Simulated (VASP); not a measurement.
Pt, 1 atom in the cell. The structure is cubic, space group Fm-3m (No. 225). The conventional cell has a = 3.894 Å, b = 3.894 Å, c = 3.894 Å, α = 90.00°, β = 90.00°, γ = 90.00°. Pt (site symmetry m-3m) has 12 Pt at 2.75 Å within 3.6 Å. 

- Program: VASP 6.6.1
- Task: single point
- Functional: PBEsol
- Dispersion: D3(BJ)
- Potentials or basis: VASP PAW PBE potentials, release 64 (Pt)
- Cutoff: 520 eV
- k mesh: 12 × 12 × 12
- Occupations: fermi-dirac, width 0.05 eV
- Spin: no spin polarisation
- Dipole correction: no
- Further INCAR settings: ALGO = Normal; EDIFF = 1e-06; NBANDS = 11

Potentials or basis: VASP PAW PBE potentials, release 64 (Pt).

The run is started by

```sh
$ cat potpaw_PBE.64/Pt/POTCAR > POTCAR
$ mpirun -np 1 vasp_std > vasp.out
```

Hardware: 1 thread of AMD EPYC 7R43 64-Core Processor (Zen 3), with other jobs on the host.

How long does it take, and how much memory?

It took 8.8 s on 1 thread of AMD EPYC 7R43 64-Core Processor (Zen 3), on a shared host, peak memory 0.11 GiB. Counts: scf iterations 11, k points 72.
